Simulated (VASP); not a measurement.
# Ti (Fmmm) in VASP: notebook

Runs on Ti. Level: PBEsol. Tasks: single point.

All numbers are computed with VASP 6.6.1; they aren't measurements. Logs are shortened: lines on timing, memory, paths and dates and some standing lists are left out, and cuts for length are marked.

## (1) The cell of the first run

Symmetry: Fmmm, No. 69, orthorhombic system. The conventional cell has a = 3.979 Å, b = 4.060 Å, c = 4.141 Å, α = 90.00°, β = 90.00°, γ = 90.00°. Ti (site symmetry mmm) has 12 Ti at 2.84 to 2.90 Å within 3.7 Å.

## (2) Single point, PBEsol (strain -0.0200 x Voigt [1, -1, 0, 0, 0, 0])

INCAR reads:

```
PREC = Accurate ; ENCUT = 520
EDIFF = 1E-6 ; ISMEAR = 0
SIGMA = 0.15 ; LREAL = F
LASPH = T ; NELM = 80
ALGO = Fast ; ISIF = 2
LWAVE = F ; LCHARG = T
GGA = PS ; LELF = T
LVHAR = T ; NBANDS = 12
```

KPOINTS reads:

```
regular mesh
0
Gamma
  10 10 10
```

POSCAR reads:

```
Ti
1.0
    0.0000000000      2.0706000000      2.0300000000
    1.9894000000      0.0000000000      2.0300000000
    1.9894000000      2.0706000000      0.0000000000
Ti
1
Direct
    0.0000000000      0.0000000000      0.0000000000
```

Potentials or basis: VASP PAW PBE potentials, release 64 (Ti_sv).

The run is started by

```
$ cat potpaw_PBE.64/Ti_sv/POTCAR > POTCAR
$ mpirun -np 1 vasp_std > vasp.out
```

OUTCAR:

```text
PREC = Accurate
   ENCUT = 520
   EDIFF = 1E-6
   ISMEAR = 0
   LREAL = F
   LASPH = T
   NELM = 80
   ISIF = 2
   GGA = PS

 ion  position               nearest neighbor table
   1  0.000  0.000  0.000-

  LATTYP: Found a face centered orthorhombic cell.
 ALAT       =     3.9788000000
 B/A-ratio  =     1.0204081633
 C/A-ratio  =     1.0408163265

  Lattice vectors:

 A1 = (   0.0000000000,   2.0706000000,  -2.0300000000)
 A2 = (   1.9894000000,   2.0706000000,   0.0000000000)
 A3 = (   1.9894000000,   0.0000000000,  -2.0300000000)

Analysis of symmetry for initial positions (statically):
=====================================================================
 Subroutine PRICEL returns:
 Original cell was already a primitive cell.

 Routine SETGRP: Setting up the symmetry group for a
 face centered orthorhombic supercell.

 Subroutine GETGRP returns: Found  8 space group operations
 (whereof  8 operations were pure point group operations)
 out of a pool of  8 trial point group operations.

The static configuration has the point symmetry D_2h.

Analysis of symmetry for dynamics (positions and initial velocities):
=====================================================================
 Subroutine PRICEL returns:
 Original cell was already a primitive cell.

 Routine SETGRP: Setting up the symmetry group for a
 face centered orthorhombic supercell.

 Subroutine GETGRP returns: Found  8 space group operations
 (whereof  8 operations were pure point group operations)
 out of a pool of  8 trial point group operations.

The dynamic configuration has the point symmetry D_2h.

 Subroutine INISYM returns: Found  8 space group operations
 (whereof  8 operations are pure point group operations),
 and found     1 'primitive' translations

----------------------------------------------------------------------------------------

                                     Primitive cell

  volume of cell :      16.7242

  direct lattice vectors                    reciprocal lattice vectors
     0.000000000  2.070600000  2.030000000    -0.251332060  0.241475901  0.246305419
     1.989400000  0.000000000  2.030000000     0.251332060 -0.241475901  0.246305419
     1.989400000  2.070600000  0.000000000     0.251332060  0.241475901 -0.246305419

  length of vectors
     2.899704185  2.842289985  2.871427645     0.426784224  0.426784224  0.426784224

  position of ions in fractional coordinates (direct lattice)
     0.000000000  0.000000000  0.000000000

  ion indices of the primitive-cell ions
   primitive index   ion index
                 1           1

----------------------------------------------------------------------------------------

 KPOINTS: regular mesh

Automatic generation of k-mesh.
 Grid dimensions read from file:
 generate k-points for:   10   10   10

 Generating k-lattice:

  Cartesian coordinates                     Fractional coordinates (reciprocal lattice)
    -0.025133206  0.024147590  0.024630542     0.100000000 -0.000000000  0.000000000
     0.025133206 -0.024147590  0.024630542    -0.000000000  0.100000000  0.000000000
     0.025133206  0.024147590 -0.024630542     0.000000000  0.000000000  0.100000000

  Length of vectors
     0.042678422  0.042678422  0.042678422

  Shift w.r.t. Gamma in fractional coordinates (k-lattice)
     0.000000000  0.000000000  0.000000000

 Subroutine IBZKPT returns following result:
 ===========================================

 Found    171 irreducible k-points:

 Following reciprocal coordinates:
            Coordinates               Weight
  0.000000  0.000000  0.000000      1.000000
  0.100000  0.000000  0.000000      8.000000
  0.200000  0.000000  0.000000      8.000000
  0.300000  0.000000  0.000000      8.000000
  0.400000  0.000000  0.000000      8.000000
  0.500000  0.000000  0.000000      4.000000
[... 16 lines left out ...]
  0.300000  0.300000  0.000000      2.000000
  0.400000  0.300000 -0.000000      8.000000
 [... further k-points ...]
   k-points           NKPTS =    171   k-points in BZ     NKDIM =    171   number of bands    NBANDS=     12
   number of dos      NEDOS =    301   number of ions     NIONS =      1
   total plane-waves  NPLWV =  13824
   dimension x,y,z NGX =    24 NGY =   24 NGZ =   24
   dimension x,y,z NGXF=    48 NGYF=   48 NGZF=   48
   ions per type =               1
   NGX,Y,Z   is equivalent  to a cutoff of  13.76, 14.04, 13.90 a.u.
   NGXF,Y,Z  is equivalent  to a cutoff of  27.52, 28.08, 27.79 a.u.
 SYSTEM =  unknown system
   PREC   = accura    normal or accurate (medium, high low for compatibility)
   ISTART =      0    job   : 0-new  1-cont  2-samecut
   ICHARG =      2    charge: 1-file 2-atom 10-const
   ISPIN  =      1    spin polarized calculation?
   LNONCOLLINEAR =      F non collinear calculations
   LSORBIT =      F    spin-orbit coupling
   LASPH  =      T    aspherical Exc in radial PAW
   ENCUT  =  520.0 eV  38.22 Ry    6.18 a.u.   5.39  5.28  5.34*2*pi/ulx,y,z
[... 16 lines left out ...]
   ISMEAR =     0;   SIGMA  =   0.15  broadening in eV -4-tet -1-fermi 0-gaus
   EFERMI_NEDOS =   21; number of points for ismear=-14 and -15
   IALGO  =     68    algorithm
   IMIX   =      4    mixing-type and parameters
     AMIX     =   0.40;   BMIX     =  1.00
     AMIX_MAG =   1.60;   BMIX_MAG =  1.00
  volume/ion in A,a.u.               =      16.72       112.86
  Fermi-wavevector in a.u.,A,eV,Ry     =   1.465617  2.769614 29.225761  2.148033
  Thomas-Fermi vector in A             =   2.581452
   LORBIT       =      0    0 simple, 1 ext, 2 COOP (PROOUT), +10 PAW based schemes
   GGA     = PS    functional components
   LHFCALC =     F    Hartree Fock is set to
   AEXX    =    0.0000 exact exchange contribution
   IVDW    =     0    specifies the selected vdW correction
   LEPSILON=     F    determine dielectric tensor
   LRPA    =     F    only Hartree local field effects (RPA)
 non-spin polarized calculation
 RMM-DIIS sequential band-by-band and
 Gauss-broadening in eV      SIGMA  =   0.15
  energy-cutoff  :      520.00
  volume of cell :       16.72
 maximum number of plane-waves:       461
 NGX is ok and might be reduce to    24
   NGX = 11   NGY = 11   NGZ = 11

 number of electron      12.0000003 magnetization

 Free energy of the ion-electron system (eV)
  ---------------------------------------------------
  ext. energy  EPLUGINS =         0.00000000
  ---------------------------------------------------
  free energy    TOTEN  =        -8.29039011 eV

  energy without entropy =       -8.27103000  energy(sigma->0) =       -8.28071006

 E-fermi :   8.5010     XC(G=0): -11.8168

 val. band max:        8.4949777889   @ k =  -0.2000   0.1000  -0.0000
 cond. band min:       8.5037629186   @ k =  -0.4000   0.3000   0.2000
 fundamental gap:      0.0087851296
 Fermi energy:         8.5009715448

 k-point     1 :       0.0000    0.0000    0.0000
  band No.  band energies     occupation
      1     -47.9078      2.00000
      2     -23.8178      2.00000
      3     -23.8143      2.00000
      4     -23.8118      2.00000
      5       2.3134      2.00000
      6       9.2419      0.00000
      7       9.4135      0.00000
      8       9.5725      0.00000
      9      10.9413      0.00000
     10      11.2726      0.00000
     11      23.9985      0.00000
     12      28.1129      0.00000

 k-point     2 :       0.1000    0.0000    0.0000
  band No.  band energies     occupation
      1     -47.8941      2.00000
      2     -23.8907      2.00000
      3     -23.8276      2.00000
      4     -23.8206      2.00000
      5       2.6460      2.00000
      6       9.1662      0.00000
      7       9.4511      0.00000
      8       9.6372      0.00000
      9      10.8859      0.00000
     10      11.1875      0.00000
     11      24.2470      0.00000
     12      26.5506      0.00000

 k-point     3 :       0.2000    0.0000    0.0000
  band No.  band energies     occupation
      1     -47.8580      2.00000
      2     -24.0870      2.00000
      3     -23.8565      2.00000
      4     -23.8407      2.00000
      5       3.5605      2.00000
      6       8.7644      0.01300
      7       9.5676      0.00000
      8       9.8144      0.00000
      9      10.9460      0.00000
     10      11.1256      0.00000
     11      23.1998      0.00000
     12      25.0147      0.00000
[... 286 lines left out ...]
 k-point    23 :       0.3000    0.3000    0.0000
  band No.  band energies     occupation
      1     -47.7817      2.00000
      2     -24.2987      2.00000
      3     -24.0085      2.00000
      4     -23.9731      2.00000
      5       5.3045      2.00000
      6       7.4934      2.00000
      7       9.6136      0.00000
      8      11.0954      0.00000
      9      11.0978      0.00000
     10      11.8151      0.00000
     11      23.3838      0.00000
     12      23.4890      0.00000

 k-point    24 :       0.4000    0.3000   -0.0000
  band No.  band energies     occupation
      1     -47.7527      2.00000
      2     -24.3986      2.00000
      3     -24.0552      2.00000
      4     -24.0102      2.00000
      5       5.8606      2.00000
      6       7.2450      2.00000
      7       9.5209      0.00000
      8      11.2328      0.00000
      9      12.0635      0.00000
     10      12.1995      0.00000
     11      21.1586      0.00000
     12      22.6221      0.00000

 [... further k-points ...]
[... 5 lines left out ...]
  --------------------------------------------------------------------------------------
  -------------------------------------------------------------------------------------
  Total        0.0173172     -0.1400602     -0.0637083      0.0000000      0.0000000      0.0000000
  in kB        1.6589938    -13.4177867     -6.1032609      0.0000000      0.0000000      0.0000000
  external PRESSURE =      -5.9540179 kB  Pullay stress =       0.0000000 kB

 VOLUME and BASIS-vectors are now :
 -----------------------------------------------------------------------------
  energy-cutoff  :      520.00
  volume of cell :       16.72
      direct lattice vectors                 reciprocal lattice vectors
     0.000000000  2.070600000  2.030000000    -0.251332060  0.241475901  0.246305419
     1.989400000  0.000000000  2.030000000     0.251332060 -0.241475901  0.246305419
     1.989400000  2.070600000  0.000000000     0.251332060  0.241475901 -0.246305419

 POSITION                                       TOTAL-FORCE (eV/Angst)
 -----------------------------------------------------------------------------------
      0.00000      0.00000      0.00000         0.000000      0.000000     -0.000000
 -----------------------------------------------------------------------------------
    total drift:                               -0.000000      0.000000     -0.000000

  FREE ENERGIE OF THE ION-ELECTRON SYSTEM (eV)
  ---------------------------------------------------
  free  energy   TOTEN  =        -8.2903901141 eV

  energy  without entropy=       -8.2710299983  energy(sigma->0) =       -8.28071006
```

Run time: 69 s. Hardware: 1 thread of Intel Xeon 8259CL, shared host; peak memory 0.16 GiB.

What came out:

- Free energy: -8.2904 eV
- Pressure: -0.6 GPa
- Band gap on the k mesh: zero (band 6 reaches 9.24 eV, above the bottom of band 7 at 8.20 eV)

Caveat: the cell differs from its parent crystal (strain -0.0200 x Voigt [1, -1, 0, 0, 0, 0]); the PAW data sets were made with another functional, which shifts forces and pressure a little.

## (3) Single point, PBEsol (strain +0.0150 x Voigt [1, -1, 0, 0, 0, 0])

INCAR reads:

```
SYSTEM = Ti
  PREC = Accurate
  ENCUT = 520
  EDIFF = 1E-6
  ISMEAR = 0
  SIGMA = 0.15
  LREAL = .False.
  LASPH = .True.
  NELM = 80
  ALGO = Normal
  ISIF = 2
  LWAVE = .False.
  LCHARG = .False.
  GGA = PS
  NBANDS = 12
```

KPOINTS reads:

```
regular mesh
0
Gamma
  10 10 10
  0 0 0
```

POSCAR reads:

```
Ti
1.0
    0.0000000000      1.9995500000      2.0300000000
    2.0604500000      0.0000000000      2.0300000000
    2.0604500000      1.9995500000      0.0000000000
Ti
1
Direct
    0.0000000000      0.0000000000      0.0000000000
```

Potentials or basis: VASP PAW PBE potentials, release 64 (Ti_sv).

The run is started by

```
$ cat potpaw_PBE.64/Ti_sv/POTCAR > POTCAR
$ mpirun -np 1 vasp_std > vasp.out
```

Wall time 40 s (1 thread of Intel Xeon 8259CL, shared host); peak memory 0.16 GiB.

The run converged. Its results:

| Item | Value |
| --- | --- |
| Free energy | -8.2911 eV |
| Pressure | -0.6 GPa |
| Band gap on the k mesh | zero (band 6 reaches 9.28 eV, above the bottom of band 7 at 8.21 eV) |

Stress tensor (GPa, compression positive):
```
-1.20  0.00  0.00
 0.00  0.03  0.00
 0.00  0.00 -0.60
```

Levels at points of the mesh, in eV from the Fermi level:
| k point | band 2 | band 3 | band 4 | band 5 | band 6 | band 7 | band 8 | band 9 | band 10 | band 11 |
| --- | --- | --- | --- | --- | --- | --- | --- | --- | --- | --- |
| (0.00, 0.00, 0.00) | -32.32 | -32.32 | -32.32 | -6.19 | 0.78 | 0.91 | 1.03 | 2.48 | 2.73 | 15.49 |
| (0.50, 0.00, 0.00) | -33.08 | -32.43 | -32.40 | -2.68 | 0.65 | 0.74 | 0.89 | 3.71 | 3.81 | 8.58 |
| (0.50, 0.50, 0.00) | -33.03 | -32.61 | -32.56 | -2.72 | -1.81 | 3.01 | 3.73 | 3.96 | 4.15 | 11.00 |
| (0.50, 0.00, 0.50) | -33.03 | -32.62 | -32.59 | -2.71 | -1.85 | 3.30 | 3.73 | 4.02 | 4.11 | 11.28 |
| (0.00, 0.50, 0.50) | -33.03 | -32.58 | -32.56 | -2.73 | -1.78 | 2.73 | 3.75 | 4.01 | 4.10 | 10.73 |

Caveat: the cell differs from its parent crystal (strain +0.0150 x Voigt [1, -1, 0, 0, 0, 0]); the PAW data sets were made with another functional, which shifts forces and pressure a little.

## (4) Single point, PBEsol (strain -0.0100 x Voigt [1, -1, 0, 0, 0, 0])

INCAR reads:

```
SYSTEM = Ti
PREC     = Accurate       ! precision mode
ENCUT    = 520            ! plane-wave cutoff, eV
EDIFF    = 1E-7           ! SCF threshold, eV
ISMEAR   = 0              ! smearing method
SIGMA    = 0.15           ! smearing width, eV
LREAL    = .FALSE.        ! projectors in reciprocal space
LASPH    = .TRUE.         ! aspherical terms in the spheres
NELM     = 60             ! most SCF steps
ALGO     = Normal         ! electronic algorithm
ISIF     = 2              ! what is computed and relaxed
LWAVE    = .FALSE.        ! write WAVECAR
LCHARG   = .FALSE.        ! write CHGCAR
GGA      = PS             ! functional
NBANDS   = 12             ! bands
```

KPOINTS reads:

```
regular mesh
0
G
  10 10 10
  0 0 0
```

POSCAR reads:

```
Ti
1.0
    0.0000000000      2.0503000000      2.0300000000
    2.0097000000      0.0000000000      2.0300000000
    2.0097000000      2.0503000000      0.0000000000
Ti
1
Direct
    0.0000000000      0.0000000000      0.0000000000
```

The run is started by

```
$ cat potpaw_PBE.64/Ti_sv/POTCAR > POTCAR
$ mpirun -np 1 vasp_std > vasp.out
```

Run time: 47 s. Hardware: 1 thread of Intel Xeon 8259CL, shared host; peak memory 0.16 GiB.

It converged, with:

```
Free energy            : -8.2916 eV
Pressure               : -0.6 GPa
Band gap on the k mesh : zero (band 6 reaches 9.32 eV, above the bottom of band 7 at 8.21 eV)
```

Stress tensor (GPa, compression positive):
```
-0.19  0.00  0.00
 0.00 -1.07  0.00
 0.00  0.00 -0.64
```

Levels at points of the mesh, in eV from the Fermi level:
```tsv
k point	band 3	band 4	band 5	band 6	band 7	band 8	band 9	band 10
(0.00, 0.00, 0.00)	-32.32	-32.32	-6.19	0.82	0.90	0.98	2.52	2.69
(0.50, 0.00, 0.00)	-32.43	-32.41	-2.68	0.69	0.74	0.85	3.72	3.79
(0.50, 0.50, 0.00)	-32.60	-32.57	-2.72	-1.81	3.01	3.73	3.99	4.12
(0.50, 0.00, 0.50)	-32.58	-32.57	-2.73	-1.79	2.82	3.74	4.02	4.08
(0.00, 0.50, 0.50)	-32.61	-32.59	-2.72	-1.84	3.20	3.73	4.03	4.09
```

Caveat: the cell differs from its parent crystal (strain -0.0100 x Voigt [1, -1, 0, 0, 0, 0]); the PAW data sets were made with another functional, which shifts forces and pressure a little.

## (5) Single point, PBEsol (strain +0.0050 x Voigt [1, -1, 0, 0, 0, 0])

INCAR reads:

```
SYSTEM = Ti
  ALGO = Normal
  EDIFF = 1E-6
  ENCUT = 520
  GGA = PS
  ISIF = 2
  ISMEAR = 0
  LASPH = .True.
  LCHARG = .False.
  LREAL = .False.
  LWAVE = .False.
  NBANDS = 12
  NELM = 60
  PREC = Accurate
  SIGMA = 0.15
```

KPOINTS reads:

```
k-points
0
Gamma
  10 10 10
  0 0 0
```

POSCAR reads:

```
Ti
1.0
    0.0000000000      2.0198500000      2.0300000000
    2.0401500000      0.0000000000      2.0300000000
    2.0401500000      2.0198500000      0.0000000000
Ti
1
Direct
    0.0000000000      0.0000000000      0.0000000000
```

The run is started by

```
$ cat potpaw_PBE.64/Ti_sv/POTCAR > POTCAR
$ mpirun -np 1 vasp_std > vasp.out
```

It took 46 s on 1 thread of Intel Xeon 8259CL, shared host; peak memory 0.16 GiB.

It converged, with:

```yaml
Free_energy: -8.2920 eV
Pressure: -0.6 GPa
Band_gap_on_the_k_mesh: zero (band 6 reaches 9.36 eV, above the bottom of band 7 at 8.22 eV)
```

Stress tensor (GPa, compression positive):
```
-0.84  0.00  0.00
 0.00 -0.39  0.00
 0.00  0.00 -0.62
```

Levels at points of the mesh, in eV from the Fermi level:
```csv
k point,band 3,band 4,band 5,band 6,band 7,band 8,band 9,band 10
"(0.00, 0.00, 0.00)",-32.32,-32.32,-6.19,0.86,0.90,0.94,2.57,2.65
"(0.50, 0.00, 0.00)",-32.42,-32.41,-2.68,0.73,0.73,0.81,3.74,3.77
"(0.50, 0.50, 0.00)",-32.60,-32.58,-2.72,-1.82,3.01,3.74,4.03,4.09
"(0.50, 0.00, 0.50)",-32.60,-32.59,-2.72,-1.83,3.11,3.73,4.04,4.07
"(0.00, 0.50, 0.50)",-32.59,-32.58,-2.72,-1.81,2.92,3.74,4.04,4.07
```

Caveat: the cell differs from its parent crystal (strain +0.0050 x Voigt [1, -1, 0, 0, 0, 0]); the PAW data sets were made with another functional, which shifts forces and pressure a little.

## (6) Single point, PBEsol (strain +0.0175 x Voigt [1, -1, 0, 0, 0, 0])

INCAR reads:

```
  PREC = Accurate
  ENCUT = 520
  EDIFF = 1E-6
  ISMEAR = 0
  SIGMA = 0.15
  LREAL = F
  LASPH = T
  NELM = 60
  ALGO = Normal
  ISIF = 2
  LWAVE = F
  LCHARG = F
  GGA = PS
  NBANDS = 12
```

KPOINTS reads:

```
regular mesh
0
Gamma
  10 10 10
```

POSCAR reads:

```
Ti
1.0
    0.0000000000      1.9944750000      2.0300000000
    2.0655250000      0.0000000000      2.0300000000
    2.0655250000      1.9944750000      0.0000000000
Ti
1
Direct
    0.0000000000      0.0000000000      0.0000000000
```

Potentials or basis: VASP PAW PBE potentials, release 64 (Ti_sv).

The run is started by

```
$ cat potpaw_PBE.64/Ti_sv/POTCAR > POTCAR
$ mpirun -np 1 vasp_std > vasp.out
```

It took 44 s on 1 thread of Intel Xeon 8259CL, shared host; peak memory 0.16 GiB.

The run converged. Its results:

```
Free energy            : -8.2908 eV
Pressure               : -0.6 GPa
Band gap on the k mesh : zero (band 6 reaches 9.26 eV, above the bottom of band 7 at 8.20 eV)
```

Stress tensor (GPa, compression positive):
```
-1.26  0.00  0.00
 0.00  0.11  0.00
 0.00  0.00 -0.59
```

Levels at points of the mesh, in eV from the Fermi level:
```
           k point  band 3  band 4  band 5  band 6  band 7  band 8  band 9  band 10
(0.00, 0.00, 0.00)  -32.32  -32.31   -6.19    0.76    0.91    1.05    2.46     2.75
(0.50, 0.00, 0.00)  -32.43  -32.40   -2.68    0.63    0.74    0.91    3.70     3.82
(0.50, 0.50, 0.00)  -32.61  -32.56   -2.72   -1.80    3.01    3.73    3.95     4.17
(0.50, 0.00, 0.50)  -32.62  -32.59   -2.71   -1.85    3.35    3.73    4.01     4.12
(0.00, 0.50, 0.50)  -32.57  -32.55   -2.73   -1.77    2.69    3.75    4.00     4.10
```

Caveat: the cell differs from its parent crystal (strain +0.0175 x Voigt [1, -1, 0, 0, 0, 0]); the PAW data sets were made with another functional, which shifts forces and pressure a little.

## (7) The runs side by side

| cell | gap on the mesh (eV) | pressure (GPa) |
| --- | --- | --- |
| a = 2.900, b = 2.842, c = 2.871 Å, angles 61.0, 59.0, 60.0°, 1 atom | none | -0.6 |
| a = 2.849, b = 2.892, c = 2.871 Å, angles 59.3, 60.7, 60.0°, 1 atom | none | -0.6 |
| a = 2.885, b = 2.857, c = 2.871 Å, angles 60.5, 59.5, 60.0°, 1 atom | none | -0.6 |
| a = 2.864, b = 2.878, c = 2.871 Å, angles 59.8, 60.2, 60.0°, 1 atom | none | -0.6 |
| a = 2.846, b = 2.896, c = 2.871 Å, angles 59.1, 60.9, 60.0°, 1 atom | none | -0.6 |

Alike in all rows: task single point; level PBEsol; potentials or basis VASP PAW PBE potentials, release 64 (Ti_sv); no spin polarisation; k mesh 10 × 10 × 10; cutoff (eV) 520; smearing gaussian 0.15 eV.

Caveats: the PAW data sets were made with another functional, which shifts forces and pressure a little.

Absolute energies hang on the potentials; compare differences alone.
